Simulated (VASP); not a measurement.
**Si: single point with PBEsol**

Si:

```
CELL_PARAMETERS angstrom
2.66336 0.00000 0.00000
-1.33168 2.30653 0.00000
0.00000 0.00000 4.55013
ATOMIC_POSITIONS crystal
Si 0.33333 0.66667 0.25000
Si 0.66667 0.33333 0.75000
```

This isn't the form of Si at room conditions, which is diamond.

```json
{
  "Program": "VASP 6.6.1",
  "Task": "single point",
  "Functional": "PBEsol",
  "Potentials or basis": "VASP PAW PBE potentials, release 64 (Si)",
  "Cutoff": "520 eV",
  "k mesh": "18 × 18 × 10",
  "Occupations": "gaussian, width 0.1 eV",
  "Spin": "no spin polarisation",
  "Dipole correction": "no",
  "Further INCAR settings": "ALGO = Normal; EDIFF = 1e-06; NBANDS = 11"
}
```

```
Pressure               : 0.1 GPa
Band gap on the k mesh : zero (bands 4 and 5 overlap by 12.90 eV)
```

Levels at points of the mesh, in eV from the Fermi level:
| k point | band 2 | band 3 | band 4 | band 5 | band 6 | band 7 |
| --- | --- | --- | --- | --- | --- | --- |
| (0.00, 0.00, 0.00) | -8.33 | -7.37 | 9.19 | 9.19 | 10.43 | 10.43 |
| (0.50, 0.00, 0.00) | -7.77 | -1.99 | -1.62 | -1.53 | -0.09 | 3.88 |
| (0.00, 0.00, 0.50) | -13.03 | 0.45 | 0.45 | 10.53 | 10.53 | 10.53 |
| (0.50, 0.00, 0.50) | -6.63 | -6.06 | -6.06 | 5.38 | 5.38 | 5.74 |

Run time: 37 s on 1 thread of Intel Xeon 8259CL, on a shared host, peak memory 0.17 GiB.

Caveat: the PAW data sets were made with another functional, which shifts forces and pressure a little.
